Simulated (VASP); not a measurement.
Set up this calculation in VASP 6.6.1, as the native input.

```yaml
Task: single point
Functional: PBE
Potentials_or_basis: VASP PAW PBE potentials, release 64 (Nb_sv)
Cutoff: 520 eV
k_mesh: 9 × 9 × 9
Occupations: fermi-dirac, width 0.1 eV
Spin: no spin polarisation
Dipole_correction: no
Further_INCAR_settings: ALGO = Normal; EDIFF = 1e-07; NBANDS = 12
```

The structure of Nb lies in POSCAR:

```
Nb
1.0
    0.0000000000      2.1150000000      2.1150000000
    2.1150000000      0.0000000000      2.1150000000
    2.1150000000      2.1150000000      0.0000000000
Nb
1
Direct
    0.0000000000      0.0000000000      0.0000000000
```

The input as run:

INCAR

```
  PREC = Accurate
  ENCUT = 520
  EDIFF = 1E-7
  ISMEAR = -1
  SIGMA = 0.1
  LREAL = F
  LASPH = T
  NELM = 80
  ALGO = Normal
  ISIF = 2
  LWAVE = F
  LCHARG = F
  GGA = PE
  NBANDS = 12
```

KPOINTS

```
regular mesh
0
Gamma
  9 9 9
```

Potentials or basis: VASP PAW PBE potentials, release 64 (Nb_sv).

Run with:

```sh
$ cat potpaw_PBE.64/Nb_sv/POTCAR > POTCAR
$ mpirun -np 1 vasp_std > vasp.out
```

It gave:

```yaml
Pressure: -0.8 GPa
```

It took 3.3 s on 1 thread of Intel(R) Xeon(R) 6975P-C (Granite Rapids), with other jobs on the host, peak memory 0.13 GiB.
